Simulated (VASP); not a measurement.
ReS:

```
Re S
1.0
     3.67764    0.00000    0.00000
    -1.83882    3.18493    0.00000
     0.00000    0.00000    5.12572
Re S
2 2
Direct
  0.00000 0.00000 0.00000
  0.00000 0.00000 0.50000
  0.33333 0.66667 0.25000
  0.66667 0.33333 0.75000
```

| Quantity | Value |
| --- | --- |
| Program | VASP 6.6.1 |
| Task | relaxation of cell and atoms |
| Functional | PBEsol |
| Potentials or basis | VASP PAW PBE potentials, release 64 (Re_sv_GW, S) |
| Cutoff | 500 eV |
| k mesh | 10 × 10 × 6 |
| Occupations | gaussian, width 0.05 eV |
| Spin | collinear spin |
| Starting moments | [2.0, 2.0, 0.0, 0.0] μB |

At the start: pressure -4.8 GPa; volume 15.01 Å³/atom.

Question: Where does the relaxation end?

Answer: Over 8 steps the energy falls by 17.1 meV/atom and the volume is 14.41 Å³/atom (-4.0 %); space group P6_3/mmc (No. 194, to 0.1 Å) before and after; moment 0.00 μB per cell.

The path:
```
step  energy change (eV)  largest force (eV/Å)  pressure (GPa)  volume (Å³)
   1              0.0000                0.0000           -4.78        60.04
   2              0.0268                0.0000           10.64        56.22
   3             -0.0309                0.0000            1.21        58.38
   4             -0.0581                0.0000            0.47        58.11
   5             -0.0654                0.0000            0.22        57.81
   6             -0.0679                0.0000           -0.03        57.70
   7             -0.0631                0.0000           -0.03        57.47
   8             -0.0684                0.0000           -0.06        57.65
```

Final structure:
```cif
data_structure
_symmetry_space_group_name_H-M 'P 1'
_symmetry_Int_Tables_number 1
_cell_length_a 3.5323
_cell_length_b 3.5323
_cell_length_c 5.3352
_cell_angle_alpha 90.000
_cell_angle_beta 90.000
_cell_angle_gamma 120.000
_cell_volume 57.65
loop_
_atom_site_label
_atom_site_type_symbol
_atom_site_fract_x
_atom_site_fract_y
_atom_site_fract_z
_atom_site_occupancy
Re1 Re 0.00000 0.00000 0.00000 1
Re2 Re 0.00000 0.00000 0.50000 1
S1 S 0.33333 0.66667 0.25000 1
S2 S 0.66667 0.33333 0.75000 1
```

Caveat: the PAW data sets were made with another functional, which shifts forces and pressure a little.
